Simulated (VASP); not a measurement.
# TiGeSb (P4/nmm) in VASP: notebook

TiGeSb is run at these levels: LDA; tasks: single point.

Everything below comes from runs of VASP 6.6.1. Logs are shortened: lines on timing, memory, paths and dates and some standing lists are left out, and cuts for length are marked.

### 1 The cell of the first run

It takes space group P4/nmm (No. 129, tetragonal). Conventional cell: a = 3.601 Å, b = 3.601 Å, c = 7.989 Å, α = 90.00°, β = 90.00°, γ = 90.00°. Within 3.5 Å of Ti (site symmetry 4mm) lie 4 Ge at 2.68 Å and 5 Sb at 2.77 to 2.93 Å. Ge (site symmetry -4m2) has 4 Ge at 2.55 Å and 4 Ti at 2.68 Å within 3.4 Å. Within 3.6 Å of Sb (site symmetry 4mm) lie 5 Ti at 2.77 to 2.93 Å and 4 Sb at 3.15 Å and 4 Ge at 3.56 Å.

### 2 Single point, LDA

Input file INCAR:

```
PREC     = Accurate       # precision mode
ENCUT    = 520            # plane-wave cutoff, eV
EDIFF    = 1E-6           # SCF threshold, eV
ISMEAR   = -1             # smearing method
SIGMA    = 0.05           # smearing width, eV
LREAL    = F              # projectors in reciprocal space
LASPH    = T              # aspherical terms in the spheres
NELM     = 100            # most SCF steps
ALGO     = Normal         # electronic algorithm
ISIF     = 2              # what is computed and relaxed
LWAVE    = F              # write WAVECAR
LCHARG   = T              # write CHGCAR
LELF     = T              # ELF
LVHAR    = T            
NBANDS   = 40             # bands
```

Input file KPOINTS:

```
Automatic mesh
0
Gamma
  6 6 3
```

Input file POSCAR:

```
TiGeSb
1.0
    3.6007183524      0.0000000000      0.0000000000
    0.0000000000      3.6007183524      0.0000000000
    0.0000000000      0.0000000000      7.9885528419
Ti Ge Sb
2 2 2
Direct
    0.5000000000      0.0000000000      0.2487500000
    0.0000000000      0.5000000000      0.7512500000
    0.0000000000      0.0000000000      0.0000000000
    0.5000000000      0.5000000000      0.0000000000
    0.5000000000      0.0000000000      0.6155600000
    0.0000000000      0.5000000000      0.3844400000
```

Potentials or basis: VASP PAW LDA potentials, release 64 (Ti_sv, Ge_d, Sb).

Launch:

```sh
> cat potpaw_LDA.64/Ti_sv/POTCAR potpaw_LDA.64/Ge_d/POTCAR potpaw_LDA.64/Sb/POTCAR > POTCAR
> mpirun -np 1 vasp_std > vasp.out
```

OUTCAR:

```text
PREC = Accurate
   ENCUT = 520
   EDIFF = 1E-6
   ISMEAR = -1
   LREAL = F
   LASPH = T
   NELM = 100
   ISIF = 2

 ion  position               nearest neighbor table
   1  0.500  0.000  0.249-   3 2.68   4 2.68   4 2.68   3 2.68   6 2.77   6 2.77   6 2.77   6 2.77
                             5 2.93
   2  0.000  0.500  0.751-   3 2.68   4 2.68   3 2.68   4 2.68   5 2.77   5 2.77   5 2.77   5 2.77
                             6 2.93
   3  0.000  0.000  0.000-   4 2.55   4 2.55   4 2.55   4 2.55   2 2.68   1 2.68   1 2.68   2 2.68

   4  0.500  0.500  0.000-   3 2.55   3 2.55   3 2.55   3 2.55   2 2.68   2 2.68   1 2.68   1 2.68

   5  0.500  0.000  0.616-   2 2.77   2 2.77   2 2.77   2 2.77   1 2.93   6 3.15   6 3.15   6 3.15
                             6 3.15
   6  0.000  0.500  0.384-   1 2.77   1 2.77   1 2.77   1 2.77   2 2.93   5 3.15   5 3.15   5 3.15
                             5 3.15

  LATTYP: Found a simple tetragonal cell.
 ALAT       =     3.6007183524
 C/A-ratio  =     2.2185997515

  Lattice vectors:

 A1 = (   3.6007183524,   0.0000000000,   0.0000000000)
 A2 = (   0.0000000000,   3.6007183524,   0.0000000000)
 A3 = (   0.0000000000,   0.0000000000,   7.9885528419)

Analysis of symmetry for initial positions (statically):
=====================================================================
 Subroutine PRICEL returns:
 Original cell was already a primitive cell.

 Routine SETGRP: Setting up the symmetry group for a
 simple tetragonal supercell.

 Subroutine GETGRP returns: Found 16 space group operations
 (whereof  8 operations were pure point group operations)
 out of a pool of 16 trial point group operations.

The static configuration has the point symmetry D_2d.
 The point group associated with its full space group is D_4h.

Analysis of symmetry for dynamics (positions and initial velocities):
=====================================================================
 Subroutine PRICEL returns:
 Original cell was already a primitive cell.

 Routine SETGRP: Setting up the symmetry group for a
 simple tetragonal supercell.

 Subroutine GETGRP returns: Found 16 space group operations
 (whereof  8 operations were pure point group operations)
 out of a pool of 16 trial point group operations.

The dynamic configuration has the point symmetry D_2d.
 The point group associated with its full space group is D_4h.

 Subroutine INISYM returns: Found 16 space group operations
 (whereof  8 operations are pure point group operations),
[... 100 lines left out ...]
   LREAL  =      F    real-space projection
   EDIFFG = 0.1E-04   stopping-criterion for IOM
   NSW    =      0    number of steps for IOM
   IBRION =     -1    ionic relax: 0-MD 1-quasi-New 2-CG
   NFREE  =      0    steps in history (QN), initial steepest desc. (CG)
   ISIF   =      2    stress and relaxation
   ISYM   =      2    0-nonsym 1-usesym 2-fastsym
   POTIM  = 0.5000    time-step for ionic-motion
   TEBEG  =    0.0;   TEEND  =   0.0 temperature during run
   PSTRESS=    0.0 pullay stress
   NELECT =      62.0000    total number of electrons
   NUPDOWN=      -1.0000    fix difference up-down
   EMIN   =  10.00;   EMAX   =-10.00  energy-range for DOS
   EFERMI =   0.00;   METHOD = LEGACY
   ISMEAR =    -1;   SIGMA  =   0.05  broadening in eV -4-tet -1-fermi 0-gaus
   EFERMI_NEDOS =   21; number of points for ismear=-14 and -15
   IALGO  =     38    algorithm
   IMIX   =      4    mixing-type and parameters
     AMIX     =   0.40;   BMIX     =  1.00
     AMIX_MAG =   1.60;   BMIX_MAG =  1.00
  volume/ion in A,a.u.               =      17.26       116.49
  Fermi-wavevector in a.u.,A,eV,Ry     =   1.379717  2.607287 25.900298  1.903618
  Thomas-Fermi vector in A             =   2.504660
   LORBIT       =      0    0 simple, 1 ext, 2 COOP (PROOUT), +10 PAW based schemes
   GGA     = CA    functional components
   LHFCALC =     F    Hartree Fock is set to
   AEXX    =    0.0000 exact exchange contribution
   IVDW    =     0    specifies the selected vdW correction
   LEPSILON=     F    determine dielectric tensor
   LRPA    =     F    only Hartree local field effects (RPA)
 non-spin polarized calculation
  energy-cutoff  :      520.00
  volume of cell :      103.57
 maximum number of plane-waves:      2816
 NGX is ok and might be reduce to    28
   NGX = 13   NGY = 13   NGZ = 29

 number of electron      62.0000010 magnetization

 Free energy of the ion-electron system (eV)
  ---------------------------------------------------
  ext. energy  EPLUGINS =         0.00000000
  ---------------------------------------------------
  free energy    TOTEN  =       -40.27474954 eV

  energy without entropy =      -40.26153399  energy(sigma->0) =      -40.26814177

 E-fermi :   9.8549     XC(G=0): -12.0529

 val. band max:        9.8191836570   @ k =   0.1667   0.1667   0.0000
 cond. band min:      10.0020915244   @ k =   0.1667   0.0000   0.0000
 fundamental gap:      0.1829078674
 Fermi energy:         9.8548734588

 k-point     1 :       0.0000    0.0000    0.0000
  band No.  band energies     occupation
      1     -46.0327      2.00000
      2     -46.0322      2.00000
      3     -22.7367      2.00000
      4     -22.7238      2.00000
      5     -22.7190      2.00000
      6     -22.7190      2.00000
[... 849 lines left out ...]
     39      13.2472      0.00000
     40      13.2472      0.00000

------------------------ aborting loop because EDIFF is reached ----------------------------------------

  FORCE on cell =-STRESS in cart. coord.  units (eV):
  Direction    XX          YY          ZZ          XY          YZ          ZX
  --------------------------------------------------------------------------------------
  -------------------------------------------------------------------------------------
  Total        2.9781122      2.9781122      2.8320873      0.0000000      0.0000000      0.0000000
  in kB       46.0686223     46.0686223     43.8097534      0.0000000      0.0000000      0.0000000
  external PRESSURE =      45.3156660 kB  Pullay stress =       0.0000000 kB

 VOLUME and BASIS-vectors are now :
 -----------------------------------------------------------------------------
  energy-cutoff  :      520.00
  volume of cell :      103.57
      direct lattice vectors                 reciprocal lattice vectors
     3.600718352  0.000000000  0.000000000     0.277722360  0.000000000  0.000000000
     0.000000000  3.600718352  0.000000000     0.000000000  0.277722360  0.000000000
     0.000000000  0.000000000  7.988552842     0.000000000  0.000000000  0.125179118

 POSITION                                       TOTAL-FORCE (eV/Angst)
 -----------------------------------------------------------------------------------
      1.80036      0.00000      1.98715        -0.000000      0.000000     -0.102035
      0.00000      1.80036      6.00140         0.000000      0.000000      0.102035
      0.00000      0.00000      0.00000         0.000000      0.000000      0.000000
      1.80036      1.80036      0.00000         0.000000     -0.000000      0.000000
      1.80036      0.00000      4.91743         0.000000      0.000000      0.072543
      0.00000      1.80036      3.07112        -0.000000     -0.000000     -0.072543
 -----------------------------------------------------------------------------------
    total drift:                                0.000000      0.000000      0.000000

  FREE ENERGIE OF THE ION-ELECTRON SYSTEM (eV)
  ---------------------------------------------------
  free  energy   TOTEN  =       -40.2747495423 eV

  energy  without entropy=      -40.2615339932  energy(sigma->0) =      -40.26814177
```

OSZICAR:

```text
N       E                     dE             d eps       ncg     rms          rms(c)
DAV:   1     0.713546495754E+03    0.71355E+03   -0.28922E+04  1952   0.308E+03
DAV:   2     0.846821496182E+02   -0.62886E+03   -0.60717E+03  1600   0.840E+02
DAV:   3    -0.310433992618E+02   -0.11573E+03   -0.11254E+03  2064   0.217E+02
DAV:   4    -0.428071779383E+02   -0.11764E+02   -0.11674E+02  2448   0.668E+01
DAV:   5    -0.435468723567E+02   -0.73969E+00   -0.73904E+00  2192   0.142E+01    0.163E+01
DAV:   6    -0.413172341254E+02    0.22296E+01   -0.30423E+01  2312   0.320E+01    0.790E+00
DAV:   7    -0.404183033645E+02    0.89893E+00   -0.92104E+00  2096   0.199E+01    0.525E+00
DAV:   8    -0.402798401424E+02    0.13846E+00   -0.10093E+00  1896   0.690E+00    0.928E-01
DAV:   9    -0.402753415279E+02    0.44986E-02   -0.10024E-01  2200   0.249E+00    0.622E-01
DAV:  10    -0.402746002875E+02    0.74124E-03   -0.92542E-03  2200   0.739E-01    0.291E-01
DAV:  11    -0.402747524556E+02   -0.15217E-03   -0.72086E-04  1992   0.215E-01    0.245E-02
DAV:  12    -0.402747491898E+02    0.32658E-05   -0.78667E-05  2400   0.781E-02    0.151E-02
DAV:  13    -0.402747495423E+02   -0.35252E-06   -0.86148E-06  1744   0.181E-02
   1 F= -.40274750E+02 E0= -.40268142E+02  d E =-.132155E-01
```

stdout:

```text
POSCAR found type information on POSCAR TiGeSb
 POSCAR found :  3 types and       6 ions
 scaLAPACK will be used
 LDA part: xc-table for (Slater(with rela. corr.)+CA(PZ))
 , standard interpolation
 POSCAR, INCAR and KPOINTS ok, starting setup
 FFT: planning ... GRIDC
 FFT: planning ... GRID_SOFT
 FFT: planning ... GRID
 WAVECAR not read
 entering main loop
```

Run time: 35 s. Hardware: 1 thread of Intel Xeon 6975P-C (Granite Rapids), shared host; peak memory 0.21 GiB.

Results:

| Item | Value |
| --- | --- |
| Free energy | -40.2747 eV |
| Pressure | 4.5 GPa |
| Largest force | 0.102 eV/Å |
| Band gap on the k mesh | zero (band 31 reaches 10.79 eV, above the bottom of band 32 at 8.24 eV) |

Forces on the atoms (eV/Å):
```
Ti   0.000  0.000 -0.102
Ti   0.000  0.000  0.102
Ge   0.000  0.000  0.000
Ge   0.000  0.000  0.000
Sb   0.000  0.000  0.073
Sb   0.000  0.000 -0.073
```

Stress tensor (GPa, compression positive):
```
4.61 0.00 0.00
0.00 4.61 0.00
0.00 0.00 4.38
```

Levels at points of the mesh, in eV from the Fermi level:
| k point | band 29 | band 30 | band 31 | band 32 | band 33 | band 34 |
| --- | --- | --- | --- | --- | --- | --- |
| (0.00, 0.00, 0.00) | -1.27 | 0.24 | 0.53 | 0.53 | 0.97 | 1.30 |
| (0.50, 0.00, 0.00) | -1.09 | -1.09 | -0.11 | -0.11 | 1.89 | 1.89 |
| (0.50, 0.50, 0.00) | -2.20 | -2.20 | -1.46 | -1.46 | 2.06 | 2.06 |

Caveat: spin-orbit coupling is left out, which moves the levels of the heavy elements.

[end of part 1 of 2]
